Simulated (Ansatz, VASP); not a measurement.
One calculation of ZnS, two programs

```
Zn S
1.0
     3.81100    0.00000    0.08575
    -1.90550    3.30042   -0.04287
     0.14027    0.00000    6.23400
Zn S
2 2
Direct
  0.33333 0.66667 0.00000
  0.66667 0.33333 0.50000
  0.33333 0.66667 0.38500
  0.66667 0.33333 0.88500
```

Change from the starting cell: strain +0.0450 x Voigt [0, 0, 0, 0, 1, 0], atoms carried along.

Alike in both runs: task single point; functional r2SCAN; k mesh 6 × 6 × 4; occupations gaussian, width 0.05 eV; no spin polarisation.

```csv
,VASP,Ansatz
version,VASP 6.6.1,Ansatz 0.2.0
potentials or method,"VASP PAW PBE potentials, release 64 (Zn, S), cutoff 520 eV","scalar-relativistic, plane waves, PAW"
valence electrons in the cell,36,36
```

|  | VASP | Ansatz | Ansatz less VASP |
| --- | --- | --- | --- |
| gap on the k mesh at the Fermi level (eV) | 2.73 | 2.72 | -0.010 |
| least direct gap on the mesh (eV) | 2.73 | 2.72 | -0.010 |
| pressure (GPa) | 0.3 | 0.2 | -0.07 |
| traceless stress, the component that is largest in VASP (GPa) | -1.73 | -1.71 | +0.012 |
| rms of the force components (eV/Å) | 0.210 | 0.209 | -0.0001 |

VASP's potentials were made for PBE, not for r2SCAN. Atom by atom the forces differ by 0.003 eV/Å (rms over components).
